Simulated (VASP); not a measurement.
Runs of VASP 6.6.1 on CoSi2. The structure is that of space group Fm-3m (No. 225), or close to it. The cells are those of the table. 

| task | spin | cell | k mesh | gap on the mesh (eV) | pressure (GPa) | moment (μB) |
| --- | --- | --- | --- | --- | --- | --- |
| single point | off | a = 3.754 Å, angles 60.0°, 3 atoms | 14 × 14 × 14 | none | -3.6 | - |
| single point | off | a = 3.729 Å, angles 60.0°, 3 atoms | 14 × 14 × 14 | none | 0.2 | - |
| single point | collinear | a = 3.729 Å, angles 60.0°, 3 atoms | 12 × 12 × 12 | none | 0.2 | 0.00 |
| single point | collinear | a = 3.714 Å, angles 60.0°, 3 atoms | 12 × 12 × 12 | none | 2.7 | 0.00 |
| single point | off | a = 3.704 Å, angles 60.0°, 3 atoms | 14 × 14 × 14 | none | (a) | - |
| electric field gradients | off | a = 3.787 Å, angles 60.0°, 3 atoms | 14 × 14 × 14 | none | -8.3 | - |
| single point | off | a = 3.729 Å, angles 60.0°, 3 atoms | 12 × 12 × 12 | none | 0.2 | - |

Alike in all rows: level LDA; potentials or basis VASP PAW LDA potentials, release 64 (Co, Si); cutoff (eV) 520; smearing gaussian 0.05 eV.

Question: Fill in the values left out.

Answer: (a) 4.6.

Caveats: an odd number of electrons without spin polarisation forces a metal (at least some runs); a magnetic or distorted state may lie lower (at least some runs); the cell stands under tension (at least some runs); the cell stands under pressure (at least some runs).

A gap of «none» marks levels without a gap at the run's occupations.
